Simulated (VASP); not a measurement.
# MoS2 (P6_3/mmc) in VASP: relaxation of cell and atoms with PBE

Aim: the relaxation of cell and atoms of MoS2 with PBE.

Program: VASP 6.6.1. These are calculated values, not measurements. Logs are shortened: lines on timing, memory, paths and dates and some standing lists are left out, and cuts for length are marked.

### Step 1. The cell of the first run

The structure is hexagonal, space group P6_3/mmc (No. 194). Conventional cell: a = 3.149 Å, b = 3.149 Å, c = 12.090 Å, α = 90.00°, β = 90.00°, γ = 120.00°. Within 3.2 Å of Mo (site symmetry -6m2) lie 6 S at 2.40 Å and 6 Mo at 3.15 Å. S (site symmetry 3m) has 3 Mo at 2.40 Å and 7 S at 3.13 to 3.15 Å within 3.2 Å.

### Step 2. Relaxation of cell and atoms, PBE

Contents of INCAR:

```
SYSTEM = MoS2
ALGO = Normal
EDIFF = 1E-7
EDIFFG = -0.005
ENCUT = 600
GGA = PE
IBRION = 2
ISIF = 3
ISMEAR = 0
LASPH = .TRUE.
LCHARG = .FALSE.
LREAL = .FALSE.
LWAVE = .FALSE.
NELM = 80
NSW = 70
PREC = Accurate
SIGMA = 0.02
```

Contents of KPOINTS:

```
k-points
0
G
  12 12 4
  0 0 0
```

Contents of POSCAR:

```
MoS2
1.0
    3.1491693299      0.0000000000      0.0000000000
   -1.5745846649      2.7272606405      0.0000000000
    0.0000000000      0.0000000000     12.0898526222
Mo S
2 4
Direct
    0.3333333333      0.6666666667      0.2500000000
    0.6666666667      0.3333333333      0.7500000000
    0.3333333333      0.6666666667      0.6204902010
    0.6666666667      0.3333333333      0.1204902010
    0.3333333333      0.6666666667      0.8795097990
    0.6666666667      0.3333333333      0.3795097990
```

Potentials or basis: VASP PAW PBE potentials, release 64 (Mo_sv, S).

Launch:

```bash
$ cat potpaw_PBE.64/Mo_sv/POTCAR potpaw_PBE.64/S/POTCAR > POTCAR
$ mpirun -np 1 vasp_std > vasp.out
```

OUTCAR:

```text
SYSTEM = MoS2
   EDIFF = 1E-7
   EDIFFG = -0.005
   ENCUT = 600
   GGA = PE
   IBRION = 2
   ISIF = 3
   ISMEAR = 0
   LASPH = .TRUE.
   LREAL = .FALSE.
   NELM = 80
   NSW = 70
   PREC = Accurate

 ion  position               nearest neighbor table
   1  0.333  0.667  0.250-   4 2.40   6 2.40   4 2.40   6 2.40   4 2.40   6 2.40
   2  0.667  0.333  0.750-   3 2.40   5 2.40   3 2.40   5 2.40   3 2.40   5 2.40
   3  0.333  0.667  0.620-   2 2.40   2 2.40   2 2.40
   4  0.667  0.333  0.120-   1 2.40   1 2.40   1 2.40
   5  0.333  0.667  0.880-   2 2.40   2 2.40   2 2.40
   6  0.667  0.333  0.380-   1 2.40   1 2.40   1 2.40

  LATTYP: Found a hexagonal cell.
 ALAT       =     3.1491693299
 C/A-ratio  =     3.8390608302

  Lattice vectors:

 A1 = (   3.1491693299,   0.0000000000,   0.0000000000)
 A2 = (  -1.5745846649,   2.7272606405,   0.0000000000)
 A3 = (   0.0000000000,   0.0000000000,  12.0898526222)

Analysis of symmetry for initial positions (statically):
=====================================================================
 Subroutine PRICEL returns:
 Original cell was already a primitive cell.

 Routine SETGRP: Setting up the symmetry group for a
 hexagonal supercell.

 Subroutine GETGRP returns: Found 24 space group operations
 (whereof 12 operations were pure point group operations)
 out of a pool of 24 trial point group operations.

The static configuration has the point symmetry D_3d.
 The point group associated with its full space group is D_6h.

Analysis of symmetry for dynamics (positions and initial velocities):
=====================================================================
 Subroutine PRICEL returns:
 Original cell was already a primitive cell.

 Routine SETGRP: Setting up the symmetry group for a
 hexagonal supercell.

 Subroutine GETGRP returns: Found 24 space group operations
 (whereof 12 operations were pure point group operations)
 out of a pool of 24 trial point group operations.

The dynamic configuration has the point symmetry D_3d.
 The point group associated with its full space group is D_6h.

 Subroutine INISYM returns: Found 24 space group operations
 (whereof 12 operations are pure point group operations),
 and found     1 'primitive' translations

----------------------------------------------------------------------------------------

                                     Primitive cell

  volume of cell :     103.8350

  direct lattice vectors                    reciprocal lattice vectors
     3.149169330  0.000000000  0.000000000     0.317544055  0.183334146  0.000000000
    -1.574584665  2.727260640  0.000000000     0.000000000  0.366668292  0.000000000
     0.000000000  0.000000000 12.089852622     0.000000000  0.000000000  0.082713994

  length of vectors
     3.149169330  3.149169330 12.089852622     0.366668292  0.366668292  0.082713994

  position of ions in fractional coordinates (direct lattice)
     0.333333333  0.666666667  0.250000000
     0.666666667  0.333333333  0.750000000
     0.333333333  0.666666667  0.620490201
     0.666666667  0.333333333  0.120490201
     0.333333333  0.666666667  0.879509799
     0.666666667  0.333333333  0.379509799

  ion indices of the primitive-cell ions
   primitive index   ion index
                 1           1
                 2           2
                 3           3
                 4           4
                 5           5
                 6           6

----------------------------------------------------------------------------------------

 KPOINTS: k-points

Automatic generation of k-mesh.
 Grid dimensions read from file:
 generate k-points for:   12   12    4

 Generating k-lattice:

  Cartesian coordinates                     Fractional coordinates (reciprocal lattice)
     0.026462005  0.015277845  0.000000000     0.083333333 -0.000000000  0.000000000
     0.000000000  0.030555691  0.000000000     0.000000000  0.083333333  0.000000000
     0.000000000  0.000000000  0.020678499     0.000000000  0.000000000  0.250000000

  Length of vectors
     0.030555691  0.030555691  0.020678499

  Shift w.r.t. Gamma in fractional coordinates (k-lattice)
     0.000000000  0.000000000  0.000000000

 Subroutine IBZKPT returns following result:
 ===========================================

 Found     57 irreducible k-points:

 Following reciprocal coordinates:
            Coordinates               Weight
  0.000000  0.000000  0.000000      1.000000
  0.083333  0.000000  0.000000      6.000000
  0.166667  0.000000  0.000000      6.000000
  0.250000  0.000000  0.000000      6.000000
  0.333333  0.000000  0.000000      6.000000
  0.416667  0.000000  0.000000      6.000000
[... 16 lines left out ...]
  0.250000  0.000000  0.250000     12.000000
  0.333333  0.000000  0.250000     12.000000
 [... further k-points ...]
   k-points           NKPTS =     57   k-points in BZ     NKDIM =     57   number of bands    NBANDS=     31
   number of dos      NEDOS =    301   number of ions     NIONS =      6
   total plane-waves  NPLWV =  76832
   dimension x,y,z NGX =    28 NGY =   28 NGZ =   98
   dimension x,y,z NGXF=    56 NGYF=   56 NGZF=  196
   ions per type =               2   4
   NGX,Y,Z   is equivalent  to a cutoff of  14.78, 14.78, 13.48 a.u.
   NGXF,Y,Z  is equivalent  to a cutoff of  29.56, 29.56, 26.95 a.u.
 SYSTEM =  MoS2
   PREC   = accura    normal or accurate (medium, high low for compatibility)
   ISTART =      0    job   : 0-new  1-cont  2-samecut
   ICHARG =      2    charge: 1-file 2-atom 10-const
   ISPIN  =      1    spin polarized calculation?
   LNONCOLLINEAR =      F non collinear calculations
   LSORBIT =      F    spin-orbit coupling
   LASPH  =      T    aspherical Exc in radial PAW
   ENCUT  =  600.0 eV  44.10 Ry    6.64 a.u.   6.29  6.29 24.15*2*pi/ulx,y,z
   NELM   =     80;   NELMIN=  2; NELMDL= -5     # of ELM steps
   EDIFF  = 0.1E-06   stopping-criterion for ELM
   LREAL  =      F    real-space projection
   EDIFFG = -.5E-02   stopping-criterion for IOM
   NSW    =     70    number of steps for IOM
   IBRION =      2    ionic relax: 0-MD 1-quasi-New 2-CG
   NFREE  =      1    steps in history (QN), initial steepest desc. (CG)
   ISIF   =      3    stress and relaxation
   ISYM   =      2    0-nonsym 1-usesym 2-fastsym
   POTIM  = 0.5000    time-step for ionic-motion
   TEBEG  =    0.0;   TEEND  =   0.0 temperature during run
   PSTRESS=    0.0 pullay stress
   NELECT =      52.0000    total number of electrons
   NUPDOWN=      -1.0000    fix difference up-down
   EMIN   =  10.00;   EMAX   =-10.00  energy-range for DOS
   EFERMI =   0.00;   METHOD = LEGACY
   ISMEAR =     0;   SIGMA  =   0.02  broadening in eV -4-tet -1-fermi 0-gaus
   EFERMI_NEDOS =   21; number of points for ismear=-14 and -15
   IALGO  =     38    algorithm
   IMIX   =      4    mixing-type and parameters
     AMIX     =   0.40;   BMIX     =  1.00
     AMIX_MAG =   1.60;   BMIX_MAG =  1.00
  volume/ion in A,a.u.               =      17.31       116.79
  Fermi-wavevector in a.u.,A,eV,Ry     =   1.300054  2.456746 22.995756  1.690140
  Thomas-Fermi vector in A             =   2.431278
   LORBIT       =      0    0 simple, 1 ext, 2 COOP (PROOUT), +10 PAW based schemes
   GGA     = PE    functional components
   LHFCALC =     F    Hartree Fock is set to
   AEXX    =    0.0000 exact exchange contribution
   IVDW    =     0    specifies the selected vdW correction
   LEPSILON=     F    determine dielectric tensor
   LRPA    =     F    only Hartree local field effects (RPA)
 conjugate gradient relaxation of ions
 non-spin polarized calculation
 Gauss-broadening in eV      SIGMA  =   0.02
  energy-cutoff  :      600.00
  volume of cell :      103.83
 maximum number of plane-waves:      3505
 NGX is ok and might be reduce to    28
   NGX = 13   NGY = 13   NGZ = 49

--------------------------------------- Ionic step        1  -------------------------------------------

 number of electron      51.9999995 magnetization

 Free energy of the ion-electron system (eV)
  ---------------------------------------------------
  ext. energy  EPLUGINS =         0.00000000
  ---------------------------------------------------
  free energy    TOTEN  =       -43.54642474 eV

  energy without entropy =      -43.54642474  energy(sigma->0) =      -43.54642474

------------------------ aborting loop because EDIFF is reached ----------------------------------------

  FORCE on cell =-STRESS in cart. coord.  units (eV):
  Direction    XX          YY          ZZ          XY          YZ          ZX
  --------------------------------------------------------------------------------------
  -------------------------------------------------------------------------------------
  Total        2.6328328      2.6328328      2.6138589      0.0000000     -0.0000000      0.0000000
  in kB       40.6247031     40.6247031     40.3319349      0.0000000     -0.0000000      0.0000000
  external PRESSURE =      40.5271137 kB  Pullay stress =       0.0000000 kB
[... 101 lines left out ...]
  FREE ENERGIE OF THE ION-ELECTRON SYSTEM (eV)
  ---------------------------------------------------
  free  energy   TOTEN  =       -43.5809820584 eV

  energy  without entropy=      -43.5809820584  energy(sigma->0) =      -43.58098206

 E-fermi :   5.9822     XC(G=0): -10.0241

 val. band max:        5.7779742982   @ k =   0.0000   0.0000   0.0000
 cond. band min:       7.1656012424   @ k =   0.1667   0.1667   0.0000
 fundamental gap:      1.3876269442
 Fermi energy:         5.9822063886

 k-point     1 :       0.0000    0.0000    0.0000
  band No.  band energies     occupation
      1     -55.3854      2.00000
      2     -55.3854      2.00000
      3     -29.5280      2.00000
      4     -29.5280      2.00000
      5     -29.3132      2.00000
      6     -29.3132      2.00000
[... 805 lines left out ...]
     30       7.9433      0.00000
     31       8.7613      0.00000

 [... further k-points ...]

[... ionic steps 4 to 31 ...]

--------------------------------------- Ionic step       32  -------------------------------------------

 number of electron      51.9999999 magnetization

------------------------ aborting loop because EDIFF is reached ----------------------------------------
[... 75 lines left out ...]
--------------------------------------- Ionic step       34  -------------------------------------------

 number of electron      52.0000000 magnetization

 Free energy of the ion-electron system (eV)
  ---------------------------------------------------
  ext. energy  EPLUGINS =         0.00000000
  ---------------------------------------------------
  free energy    TOTEN  =       -43.70591284 eV

  energy without entropy =      -43.70591284  energy(sigma->0) =      -43.70591284

 E-fermi :   5.5707     XC(G=0):  -9.7736

 val. band max:        5.3734131970   @ k =   0.0000   0.0000   0.0000
 cond. band min:       6.7465320047   @ k =   0.3333   0.3333   0.0000
 fundamental gap:      1.3731188077
 Fermi energy:         5.5706670314

 k-point     1 :       0.0000    0.0000    0.0000
  band No.  band energies     occupation
      1     -55.7841      2.00000
      2     -55.7841      2.00000
      3     -29.9222      2.00000
      4     -29.9221      2.00000
      5     -29.7207      2.00000
      6     -29.7207      2.00000
[... 805 lines left out ...]
     30       7.5422      0.00000
     31       8.3797      0.00000

 [... further k-points ...]

------------------------ aborting loop because EDIFF is reached ----------------------------------------

  FORCE on cell =-STRESS in cart. coord.  units (eV):
  Direction    XX          YY          ZZ          XY          YZ          ZX
  --------------------------------------------------------------------------------------
  -------------------------------------------------------------------------------------
  Total       -0.0125323     -0.0125323      0.0192626     -0.0000000     -0.0000000      0.0000000
  in kB       -0.1617172     -0.1617172      0.2485649     -0.0000000     -0.0000000      0.0000000
  external PRESSURE =      -0.0249565 kB  Pullay stress =       0.0000000 kB
[... 21 lines left out ...]
  FREE ENERGIE OF THE ION-ELECTRON SYSTEM (eV)
  ---------------------------------------------------
  free  energy   TOTEN  =       -43.7059128397 eV

  energy  without entropy=      -43.7059128397  energy(sigma->0) =      -43.70591284

 reached required accuracy - stopping structural energy minimisation
```

Wall time 42 min (1 thread of Intel Xeon 6975P-C (Granite Rapids), shared host); peak memory 0.39 GiB.

Results:

```
Free energy                           : -43.7059 eV
Relaxed volume                        : 20.69 Å³/atom
Relaxed cell                          : a = 3.185 Å, b = 3.185 Å, c = 14.134 Å, α = 90.00°, β = 90.00°, γ = 120.00°
Space group after relaxing (to 0.1 Å) : P6_3/mmc (No. 194)
Energy gained by relaxing             : 26.6 meV/atom
Ionic steps                           : 34
Pressure after relaxing               : 0.0 GPa
Band gap on the k mesh                : 1.37 eV (least direct gap 1.66 eV)
```

The path:
| step | energy change (eV) | largest force (eV/Å) | pressure (GPa) | volume (Å³) |
| --- | --- | --- | --- | --- |
| 1 | 0.0000 | 0.0177 | 4.05 | 103.83 |
| 2 | 0.0259 | 0.9176 | -4.86 | 110.55 |
| 3 | -0.0346 | 0.4230 | -0.06 | 106.66 |
| 4 | -0.0573 | 0.2262 | -0.03 | 107.87 |
| 5 | -0.0639 | 0.0540 | 0.02 | 108.92 |
| 6 | -0.0838 | 0.0456 | 0.07 | 109.79 |
| 7 | -0.1235 | 0.0132 | 0.41 | 112.35 |
| 8 | -0.1437 | 0.1029 | 1.80 | 117.34 |
| 9 | -0.1527 | 0.1802 | -0.36 | 120.42 |
| 10 | -0.1531 | 0.1319 | 0.00 | 119.89 |
| 11 | -0.1561 | 0.0741 | -0.06 | 120.40 |
| 12 | -0.1569 | 0.0233 | -0.11 | 120.86 |
| 13 | -0.1570 | 0.0028 | 0.08 | 120.75 |
| 14 | -0.1570 | 0.0021 | 0.08 | 120.76 |
| 15 | -0.1572 | 0.0046 | 0.09 | 120.79 |
| 16 | -0.1573 | 0.0206 | 0.11 | 120.88 |
| 17 | -0.1574 | 0.0278 | 0.05 | 121.01 |
| 18 | -0.1576 | 0.0490 | -0.14 | 121.40 |
| 19 | -0.1576 | 0.0567 | -0.21 | 121.54 |
| 20 | -0.1577 | 0.0550 | -0.20 | 121.58 |
| 21 | -0.1578 | 0.0496 | -0.19 | 121.68 |
| 22 | -0.1580 | 0.0386 | -0.18 | 121.88 |
| 23 | -0.1584 | 0.0164 | -0.14 | 122.29 |
| 24 | -0.1585 | 0.0288 | -0.06 | 123.11 |
| 25 | -0.1585 | 0.0125 | -0.09 | 122.81 |
| 26 | -0.1587 | 0.0164 | -0.03 | 122.92 |
| 27 | -0.1591 | 0.0297 | 0.16 | 123.26 |
| 28 | -0.1591 | 0.0355 | 0.24 | 123.41 |
| 29 | -0.1593 | 0.0134 | 0.15 | 123.67 |
| 30 | -0.1594 | 0.0086 | 0.05 | 123.93 |
| 31 | -0.1594 | 0.0106 | 0.05 | 123.95 |
| 32 | -0.1594 | 0.0111 | 0.02 | 124.01 |
| 33 | -0.1595 | 0.0123 | -0.05 | 124.16 |
| 34 | -0.1595 | 0.0007 | 0.00 | 124.16 |

Final structure:
```
Mo S
1.0
     3.18490    0.00000    0.00000
    -1.59245    2.75820    0.00000
     0.00000    0.00000   14.13400
Mo S
2 4
Direct
  0.33333 0.66667 0.25000
  0.66667 0.33333 0.75000
  0.33333 0.66667 0.63950
  0.66667 0.33333 0.13950
  0.33333 0.66667 0.86050
  0.66667 0.33333 0.36050
```

Levels at points of the mesh, in eV from the valence-band top:
```
           k point  band 23  band 24  band 25  band 26  band 27  band 28  band 29  band 30
(0.00, 0.00, 0.00)    -1.79    -1.61    -0.53     0.00     2.47     2.47     2.47     2.47
(0.50, 0.00, 0.00)    -1.28    -1.26    -0.93    -0.91     1.95     1.95     2.42     2.50
(0.00, 0.00, 0.50)    -1.79    -1.79    -0.21    -0.21     2.47     2.47     2.47     2.47
(0.50, 0.00, 0.50)    -1.27    -1.27    -0.92    -0.92     1.95     1.95     2.46     2.46
```

Caveat: the volume moved by over 15 % at a fixed basis, so the end points are rough; this functional lacks dispersion, which binds layers or chains, so the pressure and a relaxed spacing across them are unreliable.
